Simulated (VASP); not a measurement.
# Ta5AlN6 (Pmmm) in VASP: further runs

Ta5AlN6 is run at these levels: PBE; tasks: single point, relaxation of cell and atoms.

All numbers are computed with VASP 6.6.1; they aren't measurements. Logs are shortened: lines on timing, memory, paths and dates and some standing lists are left out, and cuts for length are marked.

## (1) The cell of the first run

Symmetry: Pmmm, No. 47, orthorhombic system. The conventional cell has a = 2.965 Å, b = 4.327 Å, c = 9.784 Å, α = 90.00°, β = 90.00°, γ = 90.00°. Ta (site symmetry mmm) has 6 N at 2.16 to 2.17 Å and 2 Ta at 2.96 Å within 3.0 Å. Ta (site symmetry mm2) has 6 N at 2.19 to 2.24 Å and 8 Ta at 2.96 to 3.35 Å and 4 Al at 3.11 Å within 3.4 Å. Ta (site symmetry mm2) has 6 N at 2.17 to 2.31 Å and 6 Ta at 2.96 to 3.00 Å within 3.0 Å. Within 2.7 Å of Al (site symmetry mmm) lie 6 N at 2.01 to 2.16 Å. N (site symmetry mm2) has 2 Al at 2.01 Å and 4 Ta at 2.19 to 2.31 Å and 1 N at 2.71 Å within 2.8 Å. Within 3.4 Å of N (site symmetry mm2) lie 6 Ta at 2.17 to 2.20 Å and 12 N at 2.96 to 3.31 Å. N (site symmetry mmm) has 6 Ta at 2.16 to 2.30 Å and 10 N at 2.96 to 3.06 Å within 3.1 Å. Within 3.0 Å of N (site symmetry mmm) lie 2 Al at 2.16 Å and 4 Ta at 2.24 Å and 10 N at 2.95 to 2.96 Å.

## (2) Single point, PBE

INCAR reads:

```
SYSTEM = Ta5AlN6
PREC     = Accurate       ! precision mode
ENCUT    = 520            ! plane-wave cutoff, eV
EDIFF    = 1E-6           ! SCF threshold, eV
ISMEAR   = 0              ! smearing method
SIGMA    = 0.1            ! smearing width, eV
LREAL    = .False.        ! projectors in reciprocal space
LASPH    = .True.         ! aspherical terms in the spheres
NELM     = 60             ! most SCF steps
ALGO     = Normal         ! electronic algorithm
ISIF     = 2              ! what is computed and relaxed
LWAVE    = .False.        ! write WAVECAR
LCHARG   = .True.         ! write CHGCAR
GGA      = PE             ! functional
LELF     = .True.         ! ELF
LVHAR    = .True.       
NBANDS   = 56             ! bands
```

KPOINTS reads:

```
Automatic mesh
0
Gamma
  6 4 2
  0 0 0
```

POSCAR reads:

```
Ta5AlN6
1.0
    2.9645741777      0.0000000000      0.0000000000
    0.0000000000      4.3271429700      0.0000000000
    0.0000000000      0.0000000000      9.7837820484
Ta Al N
5 1 6
Direct
    0.0000000000      0.0000000000      0.0000000000
    0.0000000000      0.0000000000      0.3287560646
    0.0000000000      0.0000000000      0.6712439354
    0.5000000000      0.5000000000      0.8196633650
    0.5000000000      0.5000000000      0.1803366350
    0.5000000000      0.5000000000      0.5000000000
    0.0000000000      0.5000000000      0.3615797391
    0.0000000000      0.5000000000      0.6384202609
    0.5000000000      0.0000000000      0.8378949765
    0.0000000000      0.5000000000      0.0000000000
    0.5000000000      0.0000000000      0.1621050235
    0.5000000000      0.0000000000      0.5000000000
```

Potentials or basis: VASP PAW PBE potentials, release 64 (Ta_pv, Al, N).

Run with:

```bash
cat potpaw_PBE.64/Ta_pv/POTCAR potpaw_PBE.64/Al/POTCAR potpaw_PBE.64/N/POTCAR > POTCAR
mpirun -np 1 vasp_std > vasp.out
```

OUTCAR:

```text
SYSTEM = Ta5AlN6
   PREC = Accurate
   ENCUT = 520
   EDIFF = 1E-6
   ISMEAR = 0
   LREAL = .False.
   LASPH = .True.
   NELM = 60
   ISIF = 2
   GGA = PE

 ion  position               nearest neighbor table
   1  0.000  0.000  0.000-  10 2.16  10 2.16  11 2.17   9 2.17   9 2.17  11 2.17   5 3.16   5 3.16
                             4 3.16   5 3.16   4 3.16   4 3.16   4 3.16   5 3.16   2 3.22   3 3.22
   2  0.000  0.000  0.329-   7 2.19   7 2.19  11 2.20  11 2.20  12 2.24  12 2.24   5 3.00   5 3.00
                             5 3.00   5 3.00   6 3.11   6 3.11   6 3.11   6 3.11   1 3.22   3 3.35
   3  0.000  0.000  0.671-   8 2.19   8 2.19   9 2.20   9 2.20  12 2.24  12 2.24   4 3.00   4 3.00
                             4 3.00   4 3.00   6 3.11   6 3.11   6 3.11   6 3.11   1 3.22   2 3.35
   4  0.500  0.500  0.820-   9 2.17   9 2.17  10 2.30  10 2.30   8 2.31   8 2.31   3 3.00   3 3.00
                             3 3.00   3 3.00   6 3.13   1 3.16   1 3.16   1 3.16   1 3.16   5 3.53
   5  0.500  0.500  0.180-  11 2.17  11 2.17  10 2.30  10 2.30   7 2.31   7 2.31   2 3.00   2 3.00
                             2 3.00   2 3.00   6 3.13   1 3.16   1 3.16   1 3.16   1 3.16   4 3.53
   6  0.500  0.500  0.500-   7 2.01   8 2.01   7 2.01   8 2.01  12 2.16  12 2.16   3 3.11   3 3.11
                             2 3.11   3 3.11   2 3.11   2 3.11   2 3.11   3 3.11   4 3.13   5 3.13
   7  0.000  0.500  0.362-   6 2.01   6 2.01   2 2.19   2 2.19   5 2.31   5 2.31
   8  0.000  0.500  0.638-   6 2.01   6 2.01   3 2.19   3 2.19   4 2.31   4 2.31
   9  0.500  0.000  0.838-   1 2.17   1 2.17   4 2.17   4 2.17   3 2.20   3 2.20
  10  0.000  0.500  0.000-   1 2.16   1 2.16   5 2.30   4 2.30   4 2.30   5 2.30
  11  0.500  0.000  0.162-   1 2.17   1 2.17   5 2.17   5 2.17   2 2.20   2 2.20
  12  0.500  0.000  0.500-   6 2.16   6 2.16   2 2.24   3 2.24   2 2.24   3 2.24

  LATTYP: Found a simple orthorhombic cell.
 ALAT       =     2.9645741777
 B/A-ratio  =     1.4596170346
 C/A-ratio  =     3.3002318249

  Lattice vectors:

 A1 = (   2.9645741777,   0.0000000000,   0.0000000000)
 A2 = (   0.0000000000,   4.3271429700,   0.0000000000)
 A3 = (   0.0000000000,   0.0000000000,   9.7837820484)

Analysis of symmetry for initial positions (statically):
=====================================================================
 Subroutine PRICEL returns:
 Original cell was already a primitive cell.

 Routine SETGRP: Setting up the symmetry group for a
 simple orthorhombic supercell.

 Subroutine GETGRP returns: Found  8 space group operations
 (whereof  8 operations were pure point group operations)
 out of a pool of  8 trial point group operations.

The static configuration has the point symmetry D_2h.

Analysis of symmetry for dynamics (positions and initial velocities):
=====================================================================
 Subroutine PRICEL returns:
 Original cell was already a primitive cell.

 Routine SETGRP: Setting up the symmetry group for a
 simple orthorhombic supercell.

 Subroutine GETGRP returns: Found  8 space group operations
 (whereof  8 operations were pure point group operations)
 out of a pool of  8 trial point group operations.

The dynamic configuration has the point symmetry D_2h.

 Subroutine INISYM returns: Found  8 space group operations
 (whereof  8 operations are pure point group operations),
 and found     1 'primitive' translations

----------------------------------------------------------------------------------------

                                     Primitive cell

  volume of cell :     125.5077

  direct lattice vectors                    reciprocal lattice vectors
     2.964574178  0.000000000  0.000000000     0.337316572  0.000000000  0.000000000
     0.000000000  4.327142970  0.000000000     0.000000000  0.231099367  0.000000000
     0.000000000  0.000000000  9.783782048     0.000000000  0.000000000  0.102209963

  length of vectors
     2.964574178  4.327142970  9.783782048     0.337316572  0.231099367  0.102209963

[... 47 lines left out ...]
   EFERMI_NEDOS =   21; number of points for ismear=-14 and -15
   IALGO  =     38    algorithm
   IMIX   =      4    mixing-type and parameters
     AMIX     =   0.40;   BMIX     =  1.00
     AMIX_MAG =   1.60;   BMIX_MAG =  1.00
  volume/ion in A,a.u.               =      10.46        70.58
  Fermi-wavevector in a.u.,A,eV,Ry     =   1.454384  2.748386 28.779470  2.115231
  Thomas-Fermi vector in A             =   2.571540
   LORBIT       =      0    0 simple, 1 ext, 2 COOP (PROOUT), +10 PAW based schemes
   GGA     = PE    functional components
   LHFCALC =     F    Hartree Fock is set to
   AEXX    =    0.0000 exact exchange contribution
   IVDW    =     0    specifies the selected vdW correction
   LEPSILON=     F    determine dielectric tensor
   LRPA    =     F    only Hartree local field effects (RPA)
 non-spin polarized calculation
 Gauss-broadening in eV      SIGMA  =   0.10
  energy-cutoff  :      520.00
  volume of cell :      125.51
 maximum number of plane-waves:      3400
 NGX is ok and might be reduce to    24
   NGX = 11   NGY = 17   NGZ = 37

 number of electron      88.0000004 magnetization

 Free energy of the ion-electron system (eV)
  ---------------------------------------------------
  ext. energy  EPLUGINS =         0.00000000
  ---------------------------------------------------
  free energy    TOTEN  =      -123.39403296 eV

  energy without entropy =     -123.36974209  energy(sigma->0) =     -123.38188752

 E-fermi :   9.5612     XC(G=0): -13.1594

 val. band max:        9.5162076963   @ k =   0.3333   0.0000   0.0000
 cond. band min:       9.5621505710   @ k =   0.3333   0.2500   0.0000
 fundamental gap:      0.0459428747
 Fermi energy:         9.5611645469

 k-point     1 :       0.0000    0.0000    0.0000
  band No.  band energies     occupation
      1     -27.0011      2.00000
      2     -26.9777      2.00000
      3     -26.6074      2.00000
      4     -26.5577      2.00000
      5     -26.5530      2.00000
      6     -26.5298      2.00000
[... 1405 lines left out ...]
     55      13.3816      0.00000
     56      13.4235      0.00000

------------------------ aborting loop because EDIFF is reached ----------------------------------------

  FORCE on cell =-STRESS in cart. coord.  units (eV):
  Direction    XX          YY          ZZ          XY          YZ          ZX
  --------------------------------------------------------------------------------------
  -------------------------------------------------------------------------------------
  Total        0.6808983      0.8234189      0.6629227      0.0000000      0.0000000      0.0000000
  in kB        8.6920552     10.5114128      8.4625873      0.0000000      0.0000000      0.0000000
  external PRESSURE =       9.2220184 kB  Pullay stress =       0.0000000 kB

 VOLUME and BASIS-vectors are now :
 -----------------------------------------------------------------------------
  energy-cutoff  :      520.00
  volume of cell :      125.51
      direct lattice vectors                 reciprocal lattice vectors
     2.964574178  0.000000000  0.000000000     0.337316572  0.000000000  0.000000000
     0.000000000  4.327142970  0.000000000     0.000000000  0.231099367  0.000000000
     0.000000000  0.000000000  9.783782048     0.000000000  0.000000000  0.102209963

 POSITION                                       TOTAL-FORCE (eV/Angst)
 -----------------------------------------------------------------------------------
      0.00000      0.00000      0.00000         0.000000      0.000000      0.000000
      0.00000      0.00000      3.21648         0.000000      0.000000      0.023272
      0.00000      0.00000      6.56730         0.000000      0.000000     -0.023272
      1.48229      2.16357      8.01941         0.000000     -0.000000      0.012546
      1.48229      2.16357      1.76437         0.000000      0.000000     -0.012546
      1.48229      2.16357      4.89189         0.000000      0.000000      0.000000
      0.00000      2.16357      3.53762         0.000000      0.000000      0.021497
      0.00000      2.16357      6.24616        -0.000000      0.000000     -0.021497
      1.48229      0.00000      8.19778         0.000000      0.000000     -0.000758
      0.00000      2.16357      0.00000         0.000000      0.000000      0.000000
      1.48229      0.00000      1.58600         0.000000      0.000000      0.000758
      1.48229      0.00000      4.89189         0.000000      0.000000      0.000000
 -----------------------------------------------------------------------------------
    total drift:                                0.000000      0.000000      0.000000

  FREE ENERGIE OF THE ION-ELECTRON SYSTEM (eV)
  ---------------------------------------------------
  free  energy   TOTEN  =      -123.3940329556 eV

  energy  without entropy=     -123.3697420941  energy(sigma->0) =     -123.38188752
```

Wall time 79 s (1 thread of Intel Xeon 6975P-C (Granite Rapids), shared host); peak memory 0.3 GiB.

What came out:

* Free energy: -123.3940 eV
* Pressure: 0.9 GPa
* Largest force: 0.023 eV/Å
* Band gap on the k mesh: zero (bands 44 and 45 overlap by 2.26 eV)

Forces in eV/Å, atoms in the order of the input:
```
Ta   0.000  0.000  0.000
Ta   0.000  0.000  0.023
Ta   0.000  0.000 -0.023
Ta   0.000  0.000  0.013
Ta   0.000  0.000 -0.013
Al   0.000  0.000  0.000
N    0.000  0.000  0.021
N    0.000  0.000 -0.021
N    0.000  0.000 -0.001
N    0.000  0.000  0.000
N    0.000  0.000  0.001
N    0.000  0.000  0.000
```

Caveat: the k points lie up to 0.36 Å⁻¹ apart, too coarse for converged energies and pressures of a metal; spin-orbit coupling is left out, which moves the levels of the heavy elements.

## (3) Single point, PBE

This run uses another cell than the first one, of 13.43 Å³/atom.

INCAR reads:

```
SYSTEM = Ta5AlN6
ALGO     = Normal         ! electronic algorithm
EDIFF    = 1E-6           ! SCF threshold, eV
ENCUT    = 520            ! plane-wave cutoff, eV
GGA      = PE             ! functional
ISIF     = 2              ! what is computed and relaxed
ISMEAR   = 0              ! smearing method
LASPH    = .TRUE.         ! aspherical terms in the spheres
LCHARG   = .FALSE.        ! write CHGCAR
LREAL    = .FALSE.        ! projectors in reciprocal space
LWAVE    = .FALSE.        ! write WAVECAR
NBANDS   = 56             ! bands
NELM     = 80             ! most SCF steps
PREC     = Accurate       ! precision mode
SIGMA    = 0.1            ! smearing width, eV
```

KPOINTS reads:

```
k-points
0
G
  6 4 2
  0 0 0
```

POSCAR reads:

```
Ta5AlN6
1.0
    3.3612719000      0.0000000000      0.0000000000
    0.0000000000      4.7535563100      0.0000000000
    0.0000000000      0.0000000000     10.0838157000
Ta Al N
5 1 6
Direct
    0.0000000000      0.0000000000      0.0000000000
    0.0000000000      0.0000000000      0.3333333300
    0.0000000000      0.0000000000      0.6666666700
    0.5000000000      0.5000000000      0.8333333300
    0.5000000000      0.5000000000      0.1666666700
    0.5000000000      0.5000000000      0.5000000000
    0.0000000000      0.5000000000      0.3333333300
    0.0000000000      0.5000000000      0.6666666700
    0.5000000000      0.0000000000      0.8333333300
    0.0000000000      0.5000000000      0.0000000000
    0.5000000000      0.0000000000      0.1666666700
    0.5000000000      0.0000000000      0.5000000000
```

Potentials or basis: VASP PAW PBE potentials, release 64 (Ta_pv, Al, N).

Run with:

```bash
cat potpaw_PBE.64/Ta_pv/POTCAR potpaw_PBE.64/Al/POTCAR potpaw_PBE.64/N/POTCAR > POTCAR
mpirun -np 1 vasp_std > vasp.out
```

Wall time 2 min (1 thread of Intel Xeon 6975P-C (Granite Rapids), shared host); peak memory 0.36 GiB.

The run converged. Its results:

| Item | Value |
| --- | --- |
| Free energy | -116.7324 eV |
| Pressure | -42.0 GPa |
| Largest force | 0.922 eV/Å |
| Band gap on the k mesh | zero (bands 44 and 45 overlap by 1.22 eV) |

Forces in eV/Å, atoms in the order of the input:
```
Ta   0.000  0.000  0.000
Ta   0.000  0.000 -0.922
Ta   0.000  0.000  0.922
Ta   0.000  0.000  0.412
Ta   0.000  0.000 -0.412
Al   0.000  0.000  0.000
N    0.000  0.000  0.659
N    0.000  0.000 -0.659
N    0.000  0.000  0.269
N    0.000  0.000  0.000
N    0.000  0.000 -0.269
N    0.000  0.000  0.000
```

Stress tensor (GPa, compression positive):
```
-41.48   0.00   0.00
  0.00 -44.86   0.00
  0.00   0.00 -39.65
```

Levels at points of the mesh, in eV from the Fermi level:
| k point | band 41 | band 42 | band 43 | band 44 | band 45 | band 46 | band 47 | band 48 |
| --- | --- | --- | --- | --- | --- | --- | --- | --- |
| (0.00, 0.00, 0.00) | -1.41 | -1.37 | -1.14 | -0.77 | -0.62 | -0.52 | -0.19 | -0.04 |
| (0.50, 0.00, 0.00) | -2.63 | -2.07 | -2.06 | 0.33 | 0.41 | 0.58 | 1.10 | 1.15 |
| (0.00, 0.50, 0.00) | -2.05 | -0.14 | -0.14 | -0.05 | 0.36 | 0.67 | 0.97 | 1.04 |
| (0.50, 0.50, 0.00) | -0.08 | 0.06 | 0.11 | 0.15 | 0.29 | 0.68 | 0.83 | 1.08 |
| (0.00, 0.00, 0.50) | -2.03 | -1.35 | -1.00 | -0.77 | -0.71 | -0.46 | -0.04 | 0.13 |
| (0.50, 0.00, 0.50) | -3.17 | -1.22 | -1.17 | -0.62 | -0.28 | 0.08 | 1.29 | 1.35 |
| (0.00, 0.50, 0.50) | -1.84 | -1.74 | -0.18 | 0.48 | 0.94 | 0.97 | 0.97 | 1.02 |
| (0.50, 0.50, 0.50) | -0.06 | 0.05 | 0.14 | 0.42 | 0.47 | 0.57 | 0.71 | 0.88 |

Caveat: the stress differs along the axes, from -45 to -40 GPa; spin-orbit coupling is left out, which moves the levels of the heavy elements.

## (4) Relaxation of cell and atoms, PBE

This run uses another cell than the first one, of 13.43 Å³/atom.

INCAR reads:

```
PREC = Accurate
ENCUT = 600
EDIFF = 1E-7
ISMEAR = 0
SIGMA = 0.1
LREAL = F
LASPH = T
NELM = 80
ALGO = Normal
ISIF = 3
LWAVE = F
LCHARG = F
GGA = PE
IBRION = 2
NSW = 90
EDIFFG = -0.04
```

KPOINTS reads:

```
Automatic mesh
0
Gamma
  6 4 2
```

POSCAR is that of step 3.

Run with:

```bash
cat potpaw_PBE.64/Ta_pv/POTCAR potpaw_PBE.64/Al/POTCAR potpaw_PBE.64/N/POTCAR > POTCAR
mpirun -np 1 vasp_std > vasp.out
```

Wall time 37 min (1 thread of Intel Xeon 6975P-C (Granite Rapids), shared host); peak memory 0.47 GiB.

The run converged. Its results:

```yaml
Free_energy: -123.4579 eV
Relaxed_volume: 10.48 Å³/atom
Relaxed_cell: a = 2.965 Å, b = 4.331 Å, c = 9.793 Å, α = 90.00°, β = 90.00°, γ = 90.00°
Space_group_after_relaxing_to_0.1_Å: Pmmm (No. 47)
Pressure_after_relaxing: 0.2 GPa
Largest_force_after_relaxing: 0.030 eV/Å
Band_gap_on_the_k_mesh: zero (bands 44 and 45 overlap by 2.24 eV)
```

Forces on the atoms (eV/Å):
```
Ta   0.000  0.000  0.000
Ta   0.000  0.000 -0.001
Ta   0.000  0.000  0.001
Ta   0.000  0.000 -0.030
Ta   0.000  0.000  0.030
Al   0.000  0.000  0.000
N    0.000  0.000 -0.001
N    0.000  0.000  0.001
N    0.000  0.000  0.029
N    0.000  0.000  0.000
N    0.000  0.000 -0.029
N    0.000  0.000  0.000
```

Stress tensor (GPa, compression positive):
```
0.24 0.00 0.00
0.00 0.21 0.00
0.00 0.00 0.02
```

Final structure:
```
Ta Al N
1.0
     2.96498    0.00000    0.00000
     0.00000    4.33127    0.00000
     0.00000    0.00000    9.79340
Ta Al N
5 1 6
Direct
  0.00000 0.00000 0.00000
  0.00000 0.00000 0.32900
  0.00000 0.00000 0.67100
  0.50000 0.50000 0.81988
  0.50000 0.50000 0.18012
  0.50000 0.50000 0.50000
  0.00000 0.50000 0.36168
  0.00000 0.50000 0.63832
  0.50000 0.00000 0.83758
  0.00000 0.50000 0.00000
  0.50000 0.00000 0.16242
  0.50000 0.00000 0.50000
```

Levels at points of the mesh, in eV from the Fermi level:
```tsv
k point	band 39	band 40	band 41	band 42	band 43	band 44	band 45	band 46	band 47	band 48
(0.00, 0.00, 0.00)	-3.14	-2.99	-2.39	-1.96	-1.91	-0.97	-0.77	-0.65	-0.35	0.40
(0.50, 0.00, 0.00)	-4.36	-3.93	-3.56	-3.32	-2.69	0.20	0.25	2.23	2.37	2.40
(0.00, 0.50, 0.00)	-4.17	-3.78	-3.08	-1.16	-0.87	-0.62	1.05	1.24	1.39	1.49
(0.50, 0.50, 0.00)	-4.07	-0.52	0.06	0.10	0.26	0.30	0.40	0.53	0.70	1.38
(0.00, 0.00, 0.50)	-3.60	-3.53	-3.11	-1.70	-1.20	-1.01	-0.93	-0.52	-0.43	0.52
(0.50, 0.00, 0.50)	-4.56	-4.39	-4.05	-2.47	-2.31	-0.47	-0.11	1.51	2.12	2.85
(0.00, 0.50, 0.50)	-4.19	-2.84	-2.49	-2.34	-1.66	0.55	0.96	1.24	1.74	1.75
(0.50, 0.50, 0.50)	-4.21	-0.26	-0.23	0.15	0.18	0.46	0.60	0.66	0.70	1.29
```

Caveat: the volume moved by over 15 % at a fixed basis, so the end points are rough; spin-orbit coupling is left out, which moves the levels of the heavy elements.

## (5) Overview

```csv
task,cell,cutoff (eV),gap on the mesh (eV),pressure (GPa),largest force (eV/Å)
single point,"a = 2.965, b = 4.327, c = 9.784 Å, 12 atoms, atomic positions A",520,none,0.9,0.02
single point,"a = 3.361, b = 4.754, c = 10.084 Å, 12 atoms, atomic positions B",520,none,-42.0,0.92
relaxation of cell and atoms,"relaxed from a = 3.361, b = 4.754, c = 10.084 Å, 12 atoms, atomic positions B",600,none,0.2,0.03
```

Alike in all rows: level PBE; potentials or basis VASP PAW PBE potentials, release 64 (Ta_pv, Al, N); no spin polarisation; k mesh 6 × 4 × 2; smearing gaussian 0.1 eV.

Caveats: some runs use coarse meshes; spin-orbit coupling is left out, which moves the levels of the heavy elements; the stress differs along the axes, from -45 to -40 GPa (at least some runs); the volume moved by over 15 % at a fixed basis, so the end points are rough (at least some runs).

Total energies depend on the potentials used, so only differences within one code and one set of settings carry meaning.

The gap in the log of VASP goes by the Fermi energy; the results here count the filled bands.